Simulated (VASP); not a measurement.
# MgO (P6_3mc) in VASP: notebook

Runs on MgO. Level: PBE. Tasks: single point.

Everything below comes from runs of VASP 6.6.1. Logs are shortened: lines on timing, memory, paths and dates and some standing lists are left out, and cuts for length are marked.

**1. The cell of the first run**

The structure is hexagonal, space group P6_3mc (No. 186). Conventional cell: a = 3.124 Å, b = 3.124 Å, c = 4.783 Å, α = 90.00°, β = 90.00°, γ = 120.00°. Within 2.5 Å of Mg (site symmetry 3m) lie 4 O at 1.87 to 1.90 Å. O (site symmetry 3m) has 4 Mg at 1.87 to 1.90 Å within 2.5 Å.

**2. Single point, PBE (strain -5.0%)**

INCAR reads:

```
ALGO     = Normal         # electronic algorithm
EDIFF    = 1E-7           # SCF threshold, eV
ENCUT    = 520            # plane-wave cutoff, eV
GGA      = PE             # functional
ISIF     = 2              # what is computed and relaxed
ISMEAR   = -1             # smearing method
LASPH    = T              # aspherical terms in the spheres
LCHARG   = F              # write CHGCAR
LREAL    = F              # projectors in reciprocal space
LWAVE    = F              # write WAVECAR
NBANDS   = 16             # bands
NELM     = 100            # most SCF steps
PREC     = Accurate       # precision mode
SIGMA    = 0.02           # smearing width, eV
```

KPOINTS reads:

```
k-points
0
Gamma
  12 12 6
```

POSCAR reads:

```
MgO
1.0
    3.1238063140      0.0000000000      0.0000000000
   -1.5619031570      2.7052956244      0.0000000000
    0.0000000000      0.0000000000      4.7826480973
Mg O
2 2
Direct
    0.3333333333      0.6666666667     -0.0113064956
    0.6666666667      0.3333333333      0.4886935044
    0.3333333333      0.6666666667      0.3863064956
    0.6666666667      0.3333333333      0.8863064956
```

Potentials or basis: VASP PAW PBE potentials, release 64 (Mg, O).

Run with:

```
> cat potpaw_PBE.64/Mg/POTCAR potpaw_PBE.64/O/POTCAR > POTCAR
> mpirun -np 1 vasp_std > vasp.out
```

OUTCAR:

```text
EDIFF = 1E-7
   ENCUT = 520
   GGA = PE
   ISIF = 2
   ISMEAR = -1
   LASPH = T
   LREAL = F
   NELM = 100
   PREC = Accurate

 ion  position               nearest neighbor table
   1  0.333  0.667  0.989-   4 1.87   4 1.87   4 1.87   3 1.90   2 3.00   2 3.00   2 3.00   2 3.00
                             2 3.00   2 3.00
   2  0.667  0.333  0.489-   3 1.87   3 1.87   3 1.87   4 1.90   1 3.00   1 3.00   1 3.00   1 3.00
                             1 3.00   1 3.00
   3  0.333  0.667  0.386-   2 1.87   2 1.87   2 1.87   1 1.90
   4  0.667  0.333  0.886-   1 1.87   1 1.87   1 1.87   2 1.90

  LATTYP: Found a hexagonal cell.
 ALAT       =     3.1238063140
 C/A-ratio  =     1.5310322141

  Lattice vectors:

 A1 = (   3.1238063140,   0.0000000000,   0.0000000000)
 A2 = (  -1.5619031570,   2.7052956244,   0.0000000000)
 A3 = (   0.0000000000,   0.0000000000,   4.7826480973)

Analysis of symmetry for initial positions (statically):
=====================================================================
 Subroutine PRICEL returns:
 Original cell was already a primitive cell.

 Routine SETGRP: Setting up the symmetry group for a
 hexagonal supercell.

 Subroutine GETGRP returns: Found 12 space group operations
 (whereof  6 operations were pure point group operations)
 out of a pool of 24 trial point group operations.

The static configuration has the point symmetry C_3v.
 The point group associated with its full space group is C_6v.

Analysis of symmetry for dynamics (positions and initial velocities):
=====================================================================
 Subroutine PRICEL returns:
 Original cell was already a primitive cell.

 Routine SETGRP: Setting up the symmetry group for a
 hexagonal supercell.

 Subroutine GETGRP returns: Found 12 space group operations
 (whereof  6 operations were pure point group operations)
 out of a pool of 24 trial point group operations.

The dynamic configuration has the point symmetry C_3v.
 The point group associated with its full space group is C_6v.

 Subroutine INISYM returns: Found 12 space group operations
 (whereof  6 operations are pure point group operations),
 and found     1 'primitive' translations

----------------------------------------------------------------------------------------

                                     Primitive cell
[... 84 lines left out ...]
   NGXF,Y,Z  is equivalent  to a cutoff of  25.55, 25.55, 25.03 a.u.
 SYSTEM =  unknown system
   PREC   = accura    normal or accurate (medium, high low for compatibility)
   ISTART =      0    job   : 0-new  1-cont  2-samecut
   ICHARG =      2    charge: 1-file 2-atom 10-const
   ISPIN  =      1    spin polarized calculation?
   LNONCOLLINEAR =      F non collinear calculations
   LSORBIT =      F    spin-orbit coupling
   LASPH  =      T    aspherical Exc in radial PAW
   ENCUT  =  520.0 eV  38.22 Ry    6.18 a.u.   5.81  5.81  8.89*2*pi/ulx,y,z
   NELM   =    100;   NELMIN=  2; NELMDL= -5     # of ELM steps
   EDIFF  = 0.1E-06   stopping-criterion for ELM
   LREAL  =      F    real-space projection
   EDIFFG = 0.1E-05   stopping-criterion for IOM
   NSW    =      0    number of steps for IOM
   IBRION =     -1    ionic relax: 0-MD 1-quasi-New 2-CG
   NFREE  =      0    steps in history (QN), initial steepest desc. (CG)
   ISIF   =      2    stress and relaxation
   ISYM   =      2    0-nonsym 1-usesym 2-fastsym
   POTIM  = 0.5000    time-step for ionic-motion
   TEBEG  =    0.0;   TEEND  =   0.0 temperature during run
   PSTRESS=    0.0 pullay stress
   NELECT =      16.0000    total number of electrons
   NUPDOWN=      -1.0000    fix difference up-down
   EMIN   =  10.00;   EMAX   =-10.00  energy-range for DOS
   EFERMI =   0.00;   METHOD = LEGACY
   ISMEAR =    -1;   SIGMA  =   0.02  broadening in eV -4-tet -1-fermi 0-gaus
   EFERMI_NEDOS =   21; number of points for ismear=-14 and -15
   IALGO  =     38    algorithm
   IMIX   =      4    mixing-type and parameters
     AMIX     =   0.40;   BMIX     =  1.00
     AMIX_MAG =   1.60;   BMIX_MAG =  1.00
  volume/ion in A,a.u.               =      10.10        68.19
  Fermi-wavevector in a.u.,A,eV,Ry     =   1.202059  2.271562 19.659678  1.444946
  Thomas-Fermi vector in A             =   2.337851
   LORBIT       =      0    0 simple, 1 ext, 2 COOP (PROOUT), +10 PAW based schemes
   GGA     = PE    functional components
[... 5 lines left out ...]
 non-spin polarized calculation
  energy-cutoff  :      520.00
  volume of cell :       40.42
 maximum number of plane-waves:      1100
 NGX is ok and might be reduce to    24
   NGX = 11   NGY = 11   NGZ = 17

 number of electron      15.9999987 magnetization

 Free energy of the ion-electron system (eV)
  ---------------------------------------------------
  ext. energy  EPLUGINS =         0.00000000
  ---------------------------------------------------
  free energy    TOTEN  =       -22.85769831 eV

  energy without entropy =      -22.85769831  energy(sigma->0) =      -22.85769831

 E-fermi :   2.4574     XC(G=0): -10.4358

 val. band max:        2.0364597633   @ k =   0.0000   0.0000   0.0000
 cond. band min:       6.4695589000   @ k =   0.0000   0.0000   0.0000
 fundamental gap:      4.4330991367
 Fermi energy:         2.4573866788

 k-point     1 :       0.0000    0.0000    0.0000
  band No.  band energies     occupation
      1     -14.7417      2.00000
      2     -13.6713      2.00000
      3      -1.7289      2.00000
      4       1.2485      2.00000
      5       1.2485      2.00000
      6       1.5801      2.00000
[... 433 lines left out ...]
      3      -1.1202      2.00000
      4      -0.5694      2.00000
      5       0.1334      2.00000
      6       0.8339      2.00000
[... 8 lines left out ...]
     15      18.4514      0.00000
     16      19.4502      0.00000

 [... further k-points ...]
[... 5 lines left out ...]
  --------------------------------------------------------------------------------------
  -------------------------------------------------------------------------------------
  Total        8.3781820      8.3781820      6.6869615     -0.0000000      0.0000000     -0.0000000
  in kB      332.1185395    332.1185395    265.0770638     -0.0000000      0.0000000     -0.0000000
  external PRESSURE =     309.7713809 kB  Pullay stress =       0.0000000 kB

 VOLUME and BASIS-vectors are now :
 -----------------------------------------------------------------------------
  energy-cutoff  :      520.00
  volume of cell :       40.42
      direct lattice vectors                 reciprocal lattice vectors
     3.123806314  0.000000000  0.000000000     0.320122280  0.184822685  0.000000000
    -1.561903157  2.705295624  0.000000000     0.000000000  0.369645369  0.000000000
     0.000000000  0.000000000  4.782648097     0.000000000  0.000000000  0.209089187

 POSITION                                       TOTAL-FORCE (eV/Angst)
 -----------------------------------------------------------------------------------
     -0.00000      1.80353      4.72857         0.000000     -0.000000     -0.010363
      1.56190      0.90177      2.33725        -0.000000      0.000000     -0.010363
     -0.00000      1.80353      1.84757         0.000000      0.000000      0.010363
      1.56190      0.90177      4.23889        -0.000000      0.000000      0.010363
 -----------------------------------------------------------------------------------
    total drift:                               -0.000000     -0.000000     -0.002867

  FREE ENERGIE OF THE ION-ELECTRON SYSTEM (eV)
  ---------------------------------------------------
  free  energy   TOTEN  =       -22.8576983111 eV

  energy  without entropy=      -22.8576983111  energy(sigma->0) =      -22.85769831
```

OSZICAR:

```text
N       E                     dE             d eps       ncg     rms          rms(c)
DAV:   1     0.599000480332E+02    0.59900E+02   -0.77093E+03  2432   0.899E+02
DAV:   2    -0.240071712662E+02   -0.83907E+02   -0.78528E+02  3352   0.204E+02
DAV:   3    -0.273856926402E+02   -0.33785E+01   -0.33739E+01  2768   0.414E+01
DAV:   4    -0.273979959282E+02   -0.12303E-01   -0.12303E-01  2960   0.294E+00
DAV:   5    -0.273980540269E+02   -0.58099E-04   -0.58099E-04  2768   0.189E-01    0.122E+01
DAV:   6    -0.228909641756E+02    0.45071E+01   -0.11578E+01  2432   0.266E+01    0.343E+00
DAV:   7    -0.228645037417E+02    0.26460E-01   -0.14265E-01  2480   0.293E+00    0.217E+00
DAV:   8    -0.228589961467E+02    0.55076E-02   -0.68133E-02  2616   0.297E+00    0.432E-01
DAV:   9    -0.228571533628E+02    0.18428E-02   -0.23737E-03  3032   0.449E-01    0.155E-01
DAV:  10    -0.228576865344E+02   -0.53317E-03   -0.12754E-03  2480   0.242E-01    0.318E-02
DAV:  11    -0.228576975001E+02   -0.10966E-04   -0.11130E-05  2816   0.307E-02    0.131E-02
DAV:  12    -0.228576983693E+02   -0.86924E-06   -0.42584E-06  2448   0.179E-02    0.196E-03
DAV:  13    -0.228576983111E+02    0.58238E-07   -0.36485E-07  2680   0.496E-03
   1 F= -.22857698E+02 E0= -.22857698E+02  d E =-.224221E-11
```

Run time: 13 s. Hardware: 1 thread of Intel Xeon 6975P-C (Granite Rapids), shared host; peak memory 0.18 GiB.

Results:

- Free energy: -22.8577 eV
- Pressure: 31.0 GPa
- Largest force: 0.010 eV/Å
- Band gap on the k mesh: 4.43 eV, direct

Forces on the atoms (eV/Å):
```
Mg   0.000  0.000 -0.010
Mg   0.000  0.000 -0.010
O    0.000  0.000  0.010
O    0.000  0.000  0.010
```

Caveat: the cell differs from its parent crystal (strain -5.0%). A k mesh can miss the band edges.

**3. Single point, PBE (epitaxial xy strain -5.0%)**

INCAR reads:

```
PREC = Accurate ; ENCUT = 520
EDIFF = 1E-7 ; ISMEAR = -1
SIGMA = 0.02 ; LREAL = False
LASPH = True ; NELM = 100
ALGO = Normal ; ISIF = 2
LWAVE = False ; LCHARG = False
GGA = PE ; NBANDS = 16
```

KPOINTS reads:

```
Automatic mesh
0
Gamma
  12 12 6
```

POSCAR reads:

```
MgO
1.0
    3.1238063140      0.0000000000      0.0000000000
   -1.5619031570      2.7052956244      0.0000000000
    0.0000000000      0.0000000000      5.3075605388
Mg O
2 2
Direct
    0.3333333333      0.6666666667      0.0027333060
    0.6666666667      0.3333333333      0.5027333060
    0.3333333333      0.6666666667      0.3722666940
    0.6666666667      0.3333333333      0.8722666940
```

Potentials or basis: VASP PAW PBE potentials, release 64 (Mg, O).

Run with:

```
> cat potpaw_PBE.64/Mg/POTCAR potpaw_PBE.64/O/POTCAR > POTCAR
> mpirun -np 1 vasp_std > vasp.out
```

OUTCAR:

```text
PREC = Accurate
   ENCUT = 520
   EDIFF = 1E-7
   ISMEAR = -1
   LREAL = False
   LASPH = True
   NELM = 100
   ISIF = 2
   GGA = PE

 ion  position               nearest neighbor table
   1  0.333  0.667  0.003-   4 1.93   4 1.93   4 1.93   3 1.96   2 3.21   2 3.21   2 3.21   2 3.21
                             2 3.21   2 3.21
   2  0.667  0.333  0.503-   3 1.93   3 1.93   3 1.93   4 1.96   1 3.21   1 3.21   1 3.21   1 3.21
                             1 3.21   1 3.21
   3  0.333  0.667  0.372-   2 1.93   2 1.93   2 1.93   1 1.96
   4  0.667  0.333  0.872-   1 1.93   1 1.93   1 1.93   2 1.96

  LATTYP: Found a hexagonal cell.
 ALAT       =     3.1238063140
 C/A-ratio  =     1.6990683817

  Lattice vectors:

 A1 = (   3.1238063140,   0.0000000000,   0.0000000000)
 A2 = (  -1.5619031570,   2.7052956244,   0.0000000000)
 A3 = (   0.0000000000,   0.0000000000,   5.3075605388)

Analysis of symmetry for initial positions (statically):
=====================================================================
 Subroutine PRICEL returns:
 Original cell was already a primitive cell.

 Routine SETGRP: Setting up the symmetry group for a
 hexagonal supercell.

 Subroutine GETGRP returns: Found 12 space group operations
[... 170 lines left out ...]

 E-fermi :   1.6524     XC(G=0):  -9.9674

 val. band max:        1.1885088476   @ k =   0.0000   0.0000   0.0000
 cond. band min:       5.1356308694   @ k =   0.0000   0.0000   0.0000
 fundamental gap:      3.9471220218
 Fermi energy:         1.6523564841

 k-point     1 :       0.0000    0.0000    0.0000
  band No.  band energies     occupation
      1     -14.9848      2.00000
      2     -14.2830      2.00000
      3      -2.2298      2.00000
      4       0.9591      2.00000
      5       1.0204      2.00000
      6       1.0204      2.00000
[... 433 lines left out ...]
      3      -1.4177      2.00000
      4      -1.0494      2.00000
      5      -0.4693      2.00000
      6       0.5978      2.00000
[... 8 lines left out ...]
     15      16.8939      0.00000
     16      18.4017      0.00000

 [... further k-points ...]
[... 5 lines left out ...]
  --------------------------------------------------------------------------------------
  -------------------------------------------------------------------------------------
  Total        4.3585756      4.3585756      1.1152229      0.0000000     -0.0000000      0.0000000
  in kB      155.6902365    155.6902365     39.8362527      0.0000000     -0.0000000      0.0000000
  external PRESSURE =     117.0722419 kB  Pullay stress =       0.0000000 kB

 VOLUME and BASIS-vectors are now :
 -----------------------------------------------------------------------------
  energy-cutoff  :      520.00
  volume of cell :       44.85
      direct lattice vectors                 reciprocal lattice vectors
     3.123806314  0.000000000  0.000000000     0.320122280  0.184822685  0.000000000
    -1.561903157  2.705295624  0.000000000     0.000000000  0.369645369  0.000000000
     0.000000000  0.000000000  5.307560539     0.000000000  0.000000000  0.188410475

 POSITION                                       TOTAL-FORCE (eV/Angst)
 -----------------------------------------------------------------------------------
     -0.00000      1.80353      0.01451         0.000000     -0.000000      0.027159
      1.56190      0.90177      2.66829        -0.000000      0.000000      0.027159
     -0.00000      1.80353      1.97583         0.000000      0.000000     -0.027159
      1.56190      0.90177      4.62961        -0.000000      0.000000     -0.027159
 -----------------------------------------------------------------------------------
    total drift:                               -0.000000     -0.000000     -0.000098

  FREE ENERGIE OF THE ION-ELECTRON SYSTEM (eV)
  ---------------------------------------------------
  free  energy   TOTEN  =       -23.3090880984 eV

  energy  without entropy=      -23.3090880984  energy(sigma->0) =      -23.30908810
```

OSZICAR:

```text
N       E                     dE             d eps       ncg     rms          rms(c)
DAV:   1     0.608336281352E+02    0.60834E+02   -0.75232E+03  2440   0.883E+02
DAV:   2    -0.239316754492E+02   -0.84765E+02   -0.78122E+02  3248   0.200E+02
DAV:   3    -0.277012188509E+02   -0.37695E+01   -0.37622E+01  2888   0.434E+01
DAV:   4    -0.277162341632E+02   -0.15015E-01   -0.15015E-01  3040   0.321E+00
DAV:   5    -0.277163073657E+02   -0.73202E-04   -0.73202E-04  2952   0.213E-01    0.119E+01
DAV:   6    -0.233552334613E+02    0.43611E+01   -0.12295E+01  2432   0.264E+01    0.372E+00
DAV:   7    -0.233166759197E+02    0.38558E-01   -0.15108E-01  2448   0.310E+00    0.220E+00
DAV:   8    -0.233106725293E+02    0.60034E-02   -0.86911E-02  2656   0.326E+00    0.482E-01
DAV:   9    -0.233084429407E+02    0.22296E-02   -0.28075E-03  3096   0.482E-01    0.180E-01
DAV:  10    -0.233090683130E+02   -0.62537E-03   -0.15817E-03  2496   0.265E-01    0.298E-02
DAV:  11    -0.233090865501E+02   -0.18237E-04   -0.11814E-05  2976   0.272E-02    0.164E-02
DAV:  12    -0.233090881962E+02   -0.16461E-05   -0.61933E-06  2480   0.216E-02    0.265E-03
DAV:  13    -0.233090880984E+02    0.97778E-07   -0.60639E-07  2880   0.600E-03
   1 F= -.23309088E+02 E0= -.23309088E+02  d E =-.155585E-11
```

stdout:

```text
POSCAR found type information on POSCAR MgO
 POSCAR found :  2 types and       4 ions
 scaLAPACK will be used
 LDA part: xc-table for (Slater+PW92), standard interpolation
 POSCAR, INCAR and KPOINTS ok, starting setup
 FFT: planning ... GRIDC
 FFT: planning ... GRID_SOFT
 FFT: planning ... GRID
 WAVECAR not read
 entering main loop
```

Wall time 14 s (1 thread of Intel Xeon 6975P-C (Granite Rapids), shared host); peak memory 0.19 GiB.

Results:

```yaml
Free_energy: -23.3091 eV
Pressure: 11.7 GPa
Largest_force: 0.027 eV/Å
Band_gap_on_the_k_mesh: 3.95 eV, direct
```

Forces on the atoms (eV/Å):
```
Mg   0.000  0.000  0.027
Mg   0.000  0.000  0.027
O    0.000  0.000 -0.027
O    0.000  0.000 -0.027
```

Caveat: the cell differs from its parent crystal (epitaxial xy strain -5.0%). A k mesh can miss the band edges.

**4. Single point, PBE**

This run uses another cell than the first one, of 11.79 Å³/atom, 1.166 times its volume.

INCAR reads:

```
PREC = Accurate
ENCUT = 520
EDIFF = 1E-7
ISMEAR = -1
SIGMA = 0.02
LREAL = F
LASPH = T
NELM = 100
ALGO = Normal
ISIF = 2
LWAVE = F
LCHARG = T
GGA = PE
LELF = T
LVHAR = T
NBANDS = 16
```

KPOINTS reads:

```
regular mesh
0
Gamma
  12 12 6
```

POSCAR reads:

```
MgO
1.0
    3.2882171726      0.0000000000      0.0000000000
   -1.6441085863      2.8476796046      0.0000000000
    0.0000000000      0.0000000000      5.0343664182
Mg O
2 2
Direct
    0.3333333333      0.6666666667     -0.0098385168
    0.6666666667      0.3333333333      0.4901614832
    0.3333333333      0.6666666667      0.3848385168
    0.6666666667      0.3333333333      0.8848385168
```

Run with:

```
> cat potpaw_PBE.64/Mg/POTCAR potpaw_PBE.64/O/POTCAR > POTCAR
> mpirun -np 1 vasp_std > vasp.out
```

Wall time 15 s (1 thread of Intel Xeon 6975P-C (Granite Rapids), shared host); peak memory 0.19 GiB.

The run converged. Its results:

```
Free energy            : -23.5187 eV
Pressure               : 3.5 GPa
Largest force          : 0.015 eV/Å
Band gap on the k mesh : 3.54 eV, direct
```

Forces in eV/Å, atoms in the order of the input:
```
Mg   0.000  0.000 -0.015
Mg   0.000  0.000 -0.015
O    0.000  0.000  0.015
O    0.000  0.000  0.015
```

Levels at points of the mesh, in eV from the valence-band top:
| k point | band 4 | band 5 | band 6 | band 7 | band 8 | band 9 | band 10 | band 11 | band 12 | band 13 |
| --- | --- | --- | --- | --- | --- | --- | --- | --- | --- | --- |
| (0.00, 0.00, 0.00) | -0.68 | -0.68 | -0.36 | -0.36 | 0.00 | 3.54 | 8.57 | 10.31 | 14.29 | 14.29 |
| (0.50, 0.00, 0.00) | -2.17 | -1.70 | -1.21 | -0.79 | -0.46 | 7.87 | 8.08 | 9.30 | 10.79 | 13.00 |
| (0.00, 0.00, 0.50) | -2.00 | -0.52 | -0.52 | -0.52 | -0.52 | 6.02 | 6.02 | 13.19 | 13.19 | 14.78 |
| (0.50, 0.00, 0.50) | -3.08 | -0.86 | -0.86 | -0.69 | -0.69 | 7.43 | 7.43 | 10.87 | 10.87 | 13.69 |

**5. Summary**

```tsv
cell	gap on the mesh (eV)	pressure (GPa)	largest force (eV/Å)
a = 3.124, b = 3.124, c = 4.783 Å, angles 90.0, 90.0, 120.0°, 4 atoms	4.43	31.0	0.01
a = 3.124, b = 3.124, c = 5.308 Å, angles 90.0, 90.0, 120.0°, 4 atoms	3.95	11.7	0.03
a = 3.288, b = 3.288, c = 5.034 Å, angles 90.0, 90.0, 120.0°, 4 atoms	3.54	3.5	0.01
```

Alike in all rows: task single point; level PBE; potentials or basis VASP PAW PBE potentials, release 64 (Mg, O); no spin polarisation; k mesh 12 × 12 × 6; cutoff (eV) 520; smearing fermi-dirac 0.02 eV.

Absolute energies hang on the potentials; compare differences alone.
